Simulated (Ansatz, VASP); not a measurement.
One calculation of ZrFeS3, two programs

```
Zr Fe S
1.0
     4.40549    0.00000    0.00000
     0.00000    4.40549    0.00000
     0.00000    0.00000    4.40549
Zr Fe S
1 1 3
Direct
  0.00000 0.00000 0.00000
  0.50000 0.50000 0.50000
  0.00000 0.50000 0.50000
  0.50000 0.00000 0.50000
  0.50000 0.50000 0.00000
```

Change from the starting cell: species swapped into the Ce3AlN type (Pm-3m, No. 221).

Alike in both runs: functional PBE; k mesh 4 × 4 × 4; occupations gaussian, width 0.1 eV; collinear spin.

Ansatz relaxed the structure, and its values are those at the end. VASP's run is a single point on that final structure, the one shown.

|  | VASP | Ansatz |
| --- | --- | --- |
| version | VASP 6.6.1 | Ansatz 0.2.0 |
| potentials or method | VASP PAW PBE potentials, release 64 (Zr_sv, Fe, S), cutoff 520 eV | scalar-relativistic, plane waves, PAW |
| valence electrons in the cell | 38 | 46 |

|  | VASP | Ansatz | Ansatz less VASP |
| --- | --- | --- | --- |
| gap on the k mesh at the Fermi level (eV) | none | none | - |
| pressure (GPa) | 0.1 | 0.0 | -0.13 |
| net moment per atom (μB) | 0.28 | 0.28 | 0.000 |
| size of the moment on the site where the two differ most (μB) | 1.57 | 1.51 | -0.057 |

Site moments also hang on the region over which each program counts them. A gap of «none» marks a metal or a gap that the smearing closes. With one functional, cell and mesh, what is left measures potentials, basis and numerics. VASP's potentials hold 38 valence electrons a cell and Ansatz's 46, so a difference there can come from the potentials and not from the codes.
